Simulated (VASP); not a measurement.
HgTe (Coloradoite), 2 atoms in the cell. Symmetry: Imm2, No. 44, orthorhombic system. The conventional cell has a = 4.546 Å, b = 4.546 Å, c = 6.429 Å, α = 90.00°, β = 90.00°, γ = 90.00°. Hg (site symmetry mm2) has 4 Te at 2.76 to 2.81 Å within 3.6 Å. Within 3.6 Å of Te (site symmetry mm2) lie 4 Hg at 2.76 to 2.81 Å. 

```yaml
Program: VASP 6.6.1
Task: single point
Functional: PBE
Dispersion: D4
Potentials_or_basis: VASP PAW PBE potentials, release 64 (Hg, Te)
Cutoff: 500 eV
k_mesh: 3 × 3 × 3
Occupations: gaussian, width 0.01 eV
Spin: no spin polarisation
Dipole_correction: no
Further_INCAR_settings: ALGO = Normal; EDIFF = 1e-06; NBANDS = 16
```

Potentials or basis: VASP PAW PBE potentials, release 64 (Hg, Te).

Command:

```bash
$ cat potpaw_PBE.64/Hg/POTCAR potpaw_PBE.64/Te/POTCAR > POTCAR
$ mpirun -np 1 vasp_std > vasp.out
```

Hardware: 1 thread of Intel(R) Xeon(R) Platinum 8488C (Sapphire Rapids), with other jobs on the host.

Task: How long does it take, and how much memory?

Result: It took 13 s on 1 thread of Intel(R) Xeon(R) Platinum 8488C (Sapphire Rapids) (shared host), peak memory 0.2 GiB. Counts: scf iterations 13, k points 8.
